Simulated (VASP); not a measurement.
**BePt: single point with PBE**

The system is BePt.

```
Be Pt
1.0
     0.00000    2.35550    2.35550
     2.35550    0.00000    2.35550
     2.35550    2.35550    0.00000
Be Pt
1 1
Direct
  0.00000 0.00000 0.00000
  0.50000 0.50000 0.50000
```

```
Program                : VASP 6.6.1
Task                   : single point
Functional             : PBE
Potentials or basis    : VASP PAW PBE potentials, release 64 (Be, Pt)
Cutoff                 : 520 eV
k mesh                 : 20 × 20 × 20
Occupations            : gaussian, width 0.1 eV
Spin                   : no spin polarisation
Dipole correction      : no
Further INCAR settings : ALGO = Fast; EDIFF = 1e-07; NBANDS = 13
```

```
Pressure               : -4.4 GPa
Band gap on the k mesh : zero (bands 6 and 7 overlap by 0.76 eV)
```

Levels at points of the mesh, in eV from the Fermi level:
| k point | band 3 | band 4 | band 5 | band 6 | band 7 | band 8 | band 9 | band 10 |
| --- | --- | --- | --- | --- | --- | --- | --- | --- |
| (0.00, 0.00, 0.00) | -3.27 | -3.27 | -2.74 | -2.74 | 5.78 | 5.78 | 5.78 | 11.93 |
| (0.50, 0.00, 0.00) | -4.27 | -3.28 | -1.67 | -1.67 | 0.02 | 9.93 | 10.27 | 10.27 |
| (0.50, 0.50, 0.00) | -2.47 | -2.00 | -1.25 | -1.25 | 1.66 | 2.31 | 2.31 | 10.30 |

It took 50 s on 1 thread of Intel(R) Xeon(R) 6975P-C (Granite Rapids), with other jobs on the host, peak memory 0.23 GiB.

Caveat: the cell stands under tension; spin-orbit coupling is left out, which moves the levels of the heavy elements.
